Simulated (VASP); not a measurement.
Here is a VASP 6.6.1 calculation.

INCAR

```
  PREC = Accurate
  ENCUT = 520
  EDIFF = 1E-7
  ISMEAR = -1
  SIGMA = 0.05
  LREAL = F
  LASPH = T
  NELM = 150
  ALGO = Normal
  ISIF = 2
  LWAVE = F
  LCHARG = F
  ISPIN = 2
  MAGMOM = 2.8 1.2 -1.2 -1.2
  LORBIT = 11
  LMAXMIX = 4
  NBANDS = 31
```

KPOINTS

```
Automatic mesh
0
Gamma
  7 7 7
```

The input POSCAR:

```
FeNi3
1.0
    0.0000000000      2.7903700000      2.7903700000
    2.7903700000      0.0000000000      2.7903700000
    2.7903700000      2.7903700000      0.0000000000
Fe Ni
1 3
Direct
    0.0000000000      0.0000000000      0.0000000000
    0.7500000000      0.7500000000      0.7500000000
    0.2500000000      0.2500000000      0.2500000000
    0.5000000000      0.5000000000      0.5000000000
```

Potentials or basis: VASP PAW LDA potentials, release 64 (Fe, Ni).

Command:

```console
$ cat potpaw_LDA.64/Fe/POTCAR potpaw_LDA.64/Ni/POTCAR > POTCAR
$ mpirun -np 1 vasp_std > vasp.out
```

Q: What does it give for the net moment?

A: 4.26 μB per cell.

Q: Predict the site moments.

A: Fe +2.69; Ni +0.61, +0.31 (each value once) μB.

Q: Predict the pressure.

A: -11.4 GPa.

Caveat: the cell stands under tension.
